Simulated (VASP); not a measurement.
# Mg2Zr3 (P-3m1) in VASP: relaxation of cell and atoms with PBE

Aim: the relaxation of cell and atoms of Mg2Zr3 with PBE.

All numbers are computed with VASP 6.6.1; they aren't measurements. Logs are shortened: lines on timing, memory, paths and dates and some standing lists are left out, and cuts for length are marked.

## Step 1: The cell of the first run

It takes space group P-3m1 (No. 164, trigonal). Conventional cell: a = 4.921 Å, b = 4.921 Å, c = 6.289 Å, α = 90.00°, β = 90.00°, γ = 120.00°. Within 4.0 Å of Mg (site symmetry 3m) lie 8 Zr at 3.02 to 3.64 Å and 3 Mg at 3.34 Å. Zr (site symmetry 3m) has 6 Zr at 2.94 to 3.21 Å and 5 Mg at 3.02 to 3.27 Å within 3.9 Å. Within 3.9 Å of Zr (site symmetry -3m) lie 6 Zr at 2.94 Å and 6 Mg at 3.64 Å.

The cell was generated, and may not be a known phase.

## Step 2: Relaxation of cell and atoms, PBE

INCAR reads:

```
PREC = Accurate
ENCUT = 600
EDIFF = 1E-6
ISMEAR = 0
SIGMA = 0.1
LREAL = F
LASPH = T
NELM = 60
ALGO = Fast
ISIF = 3
LWAVE = F
LCHARG = F
GGA = PE
IBRION = 2
NSW = 100
EDIFFG = -0.01
```

KPOINTS reads:

```
Automatic mesh
0
Gamma
  12 12 6
```

POSCAR reads:

```
Mg2Zr3
1.0
    4.9208397094      0.0000000000      0.0000000000
   -2.4604198547      4.2615721963      0.0000000000
    0.0000000000      0.0000000000      6.2894383031
Mg Zr
2 3
Direct
    0.6666666667      0.3333333333      0.3611021407
    0.3333333333      0.6666666667      0.6388978593
    0.6666666667      0.3333333333      0.8813453937
    0.3333333333      0.6666666667      0.1186546063
    0.0000000000      0.0000000000      0.0000000000
```

Potentials or basis: VASP PAW PBE potentials, release 64 (Mg, Zr_sv).

Run with:

```sh
$ cat potpaw_PBE.64/Mg/POTCAR potpaw_PBE.64/Zr_sv/POTCAR > POTCAR
$ mpirun -np 1 vasp_std > vasp.out
```

OUTCAR:

```text
PREC = Accurate
   ENCUT = 600
   EDIFF = 1E-6
   ISMEAR = 0
   LREAL = F
   LASPH = T
   NELM = 60
   ISIF = 3
   GGA = PE
   IBRION = 2
   NSW = 100
   EDIFFG = -0.01

 ion  position               nearest neighbor table
   1  0.667  0.333  0.361-   3 3.02   4 3.22   4 3.22   4 3.22   3 3.27   2 3.34   2 3.34   2 3.34
                             5 3.64   5 3.64   5 3.64
   2  0.333  0.667  0.639-   4 3.02   3 3.22   3 3.22   3 3.22   4 3.27   1 3.34   1 3.34   1 3.34
                             5 3.64   5 3.64   5 3.64
   3  0.667  0.333  0.881-   5 2.94   5 2.94   5 2.94   1 3.02   4 3.21   4 3.21   4 3.21   2 3.22
                             2 3.22   2 3.22   1 3.27
   4  0.333  0.667  0.119-   5 2.94   5 2.94   5 2.94   2 3.02   3 3.21   3 3.21   3 3.21   1 3.22
                             1 3.22   1 3.22   2 3.27
   5  0.000  0.000  0.000-   3 2.94   4 2.94   3 2.94   4 2.94   3 2.94   4 2.94   1 3.64   2 3.64
                             2 3.64   1 3.64   1 3.64   2 3.64

  LATTYP: Found a hexagonal cell.
 ALAT       =     4.9208397094
 C/A-ratio  =     1.2781229779

  Lattice vectors:

 A1 = (   4.9208397094,   0.0000000000,   0.0000000000)
 A2 = (  -2.4604198547,   4.2615721963,   0.0000000000)
 A3 = (   0.0000000000,   0.0000000000,   6.2894383031)

Analysis of symmetry for initial positions (statically):
=====================================================================
 Subroutine PRICEL returns:
 Original cell was already a primitive cell.

 Routine SETGRP: Setting up the symmetry group for a
 hexagonal supercell.

 Subroutine GETGRP returns: Found 12 space group operations
 (whereof 12 operations were pure point group operations)
 out of a pool of 24 trial point group operations.

The static configuration has the point symmetry D_3d.

Analysis of symmetry for dynamics (positions and initial velocities):
=====================================================================
 Subroutine PRICEL returns:
 Original cell was already a primitive cell.

 Routine SETGRP: Setting up the symmetry group for a
 hexagonal supercell.

 Subroutine GETGRP returns: Found 12 space group operations
 (whereof 12 operations were pure point group operations)
 out of a pool of 24 trial point group operations.

The dynamic configuration has the point symmetry D_3d.

 Subroutine INISYM returns: Found 12 space group operations
 (whereof 12 operations are pure point group operations),
 and found     1 'primitive' translations

----------------------------------------------------------------------------------------

                                     Primitive cell

  volume of cell :     131.8928

  direct lattice vectors                    reciprocal lattice vectors
     4.920839709  0.000000000  0.000000000     0.203217349  0.117327591  0.000000000
    -2.460419855  4.261572196  0.000000000     0.000000000  0.234655182  0.000000000
     0.000000000  0.000000000  6.289438303     0.000000000  0.000000000  0.158996710

  length of vectors
     4.920839709  4.920839709  6.289438303     0.234655182  0.234655182  0.158996710

  position of ions in fractional coordinates (direct lattice)
     0.666666667  0.333333333  0.361102141
     0.333333333  0.666666667  0.638897859
     0.666666667  0.333333333  0.881345394
     0.333333333  0.666666667  0.118654606
     0.000000000  0.000000000  0.000000000

  ion indices of the primitive-cell ions
   primitive index   ion index
                 1           1
                 2           2
                 3           3
                 4           4
                 5           5

----------------------------------------------------------------------------------------

 KPOINTS: Automatic mesh

Automatic generation of k-mesh.
 Grid dimensions read from file:
 generate k-points for:   12   12    6

 Generating k-lattice:

  Cartesian coordinates                     Fractional coordinates (reciprocal lattice)
     0.016934779  0.009777299  0.000000000     0.083333333  0.000000000  0.000000000
     0.000000000  0.019554599  0.000000000     0.000000000  0.083333333  0.000000000
     0.000000000  0.000000000  0.026499452     0.000000000  0.000000000  0.166666667

  Length of vectors
     0.019554599  0.019554599  0.026499452

  Shift w.r.t. Gamma in fractional coordinates (k-lattice)
     0.000000000  0.000000000  0.000000000

 Subroutine IBZKPT returns following result:
 ===========================================

 Found    100 irreducible k-points:

 Following reciprocal coordinates:
            Coordinates               Weight
  0.000000  0.000000  0.000000      1.000000
  0.083333 -0.000000  0.000000      6.000000
  0.166667 -0.000000  0.000000      6.000000
  0.250000 -0.000000  0.000000      6.000000
  0.333333 -0.000000  0.000000      6.000000
  0.416667 -0.000000  0.000000      6.000000
[... 16 lines left out ...]
  0.166667 -0.000000  0.166667      6.000000
  0.000000  0.166667  0.166667      6.000000
 [... further k-points ...]
   k-points           NKPTS =    100   k-points in BZ     NKDIM =    100   number of bands    NBANDS=     24
   number of dos      NEDOS =    301   number of ions     NIONS =      5
   total plane-waves  NPLWV =  80000
   dimension x,y,z NGX =    40 NGY =   40 NGZ =   50
   dimension x,y,z NGXF=    80 NGYF=   80 NGZF=  100
   ions per type =               2   3
   NGX,Y,Z   is equivalent  to a cutoff of  13.51, 13.51, 13.22 a.u.
   NGXF,Y,Z  is equivalent  to a cutoff of  27.03, 27.03, 26.43 a.u.
 SYSTEM =  unknown system
   PREC   = accura    normal or accurate (medium, high low for compatibility)
   ISTART =      0    job   : 0-new  1-cont  2-samecut
   ICHARG =      2    charge: 1-file 2-atom 10-const
   ISPIN  =      1    spin polarized calculation?
   LNONCOLLINEAR =      F non collinear calculations
   LSORBIT =      F    spin-orbit coupling
   LASPH  =      T    aspherical Exc in radial PAW
   ENCUT  =  600.0 eV  44.10 Ry    6.64 a.u.   9.83  9.83 12.56*2*pi/ulx,y,z
   NELM   =     60;   NELMIN=  2; NELMDL= -5     # of ELM steps
   EDIFF  = 0.1E-05   stopping-criterion for ELM
   LREAL  =      F    real-space projection
   EDIFFG = -.1E-01   stopping-criterion for IOM
   NSW    =    100    number of steps for IOM
   IBRION =      2    ionic relax: 0-MD 1-quasi-New 2-CG
   NFREE  =      1    steps in history (QN), initial steepest desc. (CG)
   ISIF   =      3    stress and relaxation
   ISYM   =      2    0-nonsym 1-usesym 2-fastsym
   POTIM  = 0.5000    time-step for ionic-motion
   TEBEG  =    0.0;   TEEND  =   0.0 temperature during run
   PSTRESS=    0.0 pullay stress
   NELECT =      40.0000    total number of electrons
   NUPDOWN=      -1.0000    fix difference up-down
   EMIN   =  10.00;   EMAX   =-10.00  energy-range for DOS
   EFERMI =   0.00;   METHOD = LEGACY
   ISMEAR =     0;   SIGMA  =   0.10  broadening in eV -4-tet -1-fermi 0-gaus
   EFERMI_NEDOS =   21; number of points for ismear=-14 and -15
   IALGO  =     68    algorithm
   IMIX   =      4    mixing-type and parameters
     AMIX     =   0.40;   BMIX     =  1.00
     AMIX_MAG =   1.60;   BMIX_MAG =  1.00
  volume/ion in A,a.u.               =      26.38       178.01
  Fermi-wavevector in a.u.,A,eV,Ry     =   1.099903  2.078516 16.460156  1.209787
  Thomas-Fermi vector in A             =   2.236306
   LORBIT       =      0    0 simple, 1 ext, 2 COOP (PROOUT), +10 PAW based schemes
   GGA     = PE    functional components
   LHFCALC =     F    Hartree Fock is set to
   AEXX    =    0.0000 exact exchange contribution
   IVDW    =     0    specifies the selected vdW correction
   LEPSILON=     F    determine dielectric tensor
   LRPA    =     F    only Hartree local field effects (RPA)
 conjugate gradient relaxation of ions
 non-spin polarized calculation
 RMM-DIIS sequential band-by-band and
 Gauss-broadening in eV      SIGMA  =   0.10
  energy-cutoff  :      600.00
  volume of cell :      131.89
 maximum number of plane-waves:      4444
   NGX = 19   NGY = 19   NGZ = 25

--------------------------------------- Ionic step        1  -------------------------------------------

 number of electron      40.0000000 magnetization

 Free energy of the ion-electron system (eV)
  ---------------------------------------------------
  ext. energy  EPLUGINS =         0.00000000
  ---------------------------------------------------
  free energy    TOTEN  =       -26.44651921 eV

  energy without entropy =      -26.41209125  energy(sigma->0) =      -26.42930523

------------------------ aborting loop because EDIFF is reached ----------------------------------------

  FORCE on cell =-STRESS in cart. coord.  units (eV):
  Direction    XX          YY          ZZ          XY          YZ          ZX
  --------------------------------------------------------------------------------------
  -------------------------------------------------------------------------------------
  Total        0.0008831      0.0008831     -0.2231566      0.0000000      0.0000000      0.0000000
  in kB        0.0107278      0.0107278     -2.7108117      0.0000000      0.0000000      0.0000000
  external PRESSURE =      -0.8964520 kB  Pullay stress =       0.0000000 kB
[... 180 lines left out ...]
  energy  without entropy=      -26.4124773174  energy(sigma->0) =      -26.42983318

--------------------------------------- Ionic step        6  -------------------------------------------

 number of electron      40.0000000 magnetization

 Free energy of the ion-electron system (eV)
  ---------------------------------------------------
  ext. energy  EPLUGINS =         0.00000000
  ---------------------------------------------------
  free energy    TOTEN  =       -26.44723568 eV

  energy without entropy =      -26.41259200  energy(sigma->0) =      -26.42991384

 E-fermi :   5.0640     XC(G=0):  -9.3877

 val. band max:        5.0611208948   @ k =   0.5000  -0.0000   0.1667
 cond. band min:       5.0649915142   @ k =   0.4167   0.1667   0.1667
 fundamental gap:      0.0038706195
 Fermi energy:         5.0639848873

 k-point     1 :       0.0000    0.0000    0.0000
  band No.  band energies     occupation
      1     -43.6033      2.00000
      2     -43.3997      2.00000
      3     -43.3397      2.00000
      4     -21.9216      2.00000
      5     -21.9216      2.00000
      6     -21.6491      2.00000
[... 637 lines left out ...]
     23       5.9093      0.00000
     24       6.3771      0.00000

 [... further k-points ...]
[... 5 lines left out ...]
  --------------------------------------------------------------------------------------
  -------------------------------------------------------------------------------------
  Total       -0.0173657     -0.0173657      0.0062602      0.0000000      0.0000000     -0.0000000
  in kB       -0.2115847     -0.2115847      0.0762749      0.0000000      0.0000000     -0.0000000
  external PRESSURE =      -0.1156315 kB  Pullay stress =       0.0000000 kB
[... 20 lines left out ...]
  FREE ENERGIE OF THE ION-ELECTRON SYSTEM (eV)
  ---------------------------------------------------
  free  energy   TOTEN  =       -26.4472356813 eV

  energy  without entropy=      -26.4125919955  energy(sigma->0) =      -26.42991384

 reached required accuracy - stopping structural energy minimisation
```

Wall time 54 min (1 thread of Intel Xeon 8259CL, shared host); peak memory 0.54 GiB.

Results:

- Free energy: -26.4472 eV
- Relaxed volume: 26.30 Å³/atom
- Relaxed cell: a = 4.924 Å, b = 4.924 Å, c = 6.262 Å, α = 90.00°, β = 90.00°, γ = 120.00°
- Space group after relaxing (to 0.1 Å): P-3m1 (No. 164)
- Energy gained by relaxing: 0.1 meV/atom
- Ionic steps: 6
- Pressure after relaxing: 0.0 GPa
- Largest force after relaxing: 0.008 eV/Å
- Band gap on the k mesh: zero (bands 20 and 21 overlap by 0.77 eV)

Forces on the atoms (eV/Å):
```
Mg   0.000  0.000 -0.008
Mg   0.000  0.000  0.008
Zr   0.000  0.000 -0.004
Zr   0.000  0.000  0.004
Zr   0.000  0.000  0.000
```

Step by step:
| step | energy change (eV) | largest force (eV/Å) | pressure (GPa) | volume (Å³) |
| --- | --- | --- | --- | --- |
| 1 | 0.0000 | 0.0245 | -0.09 | 131.89 |
| 2 | -0.0004 | 0.0342 | 0.00 | 131.61 |
| 3 | -0.0005 | 0.0388 | 0.08 | 131.39 |
| 4 | -0.0007 | 0.0153 | 0.00 | 131.52 |
| 5 | -0.0007 | 0.0124 | -0.01 | 131.53 |
| 6 | -0.0007 | 0.0083 | -0.01 | 131.50 |

Final structure:
```xyz
5
Lattice="4.9242 0.0000 0.0000 -2.4621 4.2645 0.0000 0.0000 0.0000 6.2620" Properties=species:S:1:pos:R:3 pbc="T T T"
Mg    2.4621    1.4215    2.2586
Mg    0.0000    2.8430    4.0034
Zr    2.4621    1.4215    5.5125
Zr    0.0000    2.8430    0.7494
Zr    0.0000    0.0000    0.0000
```
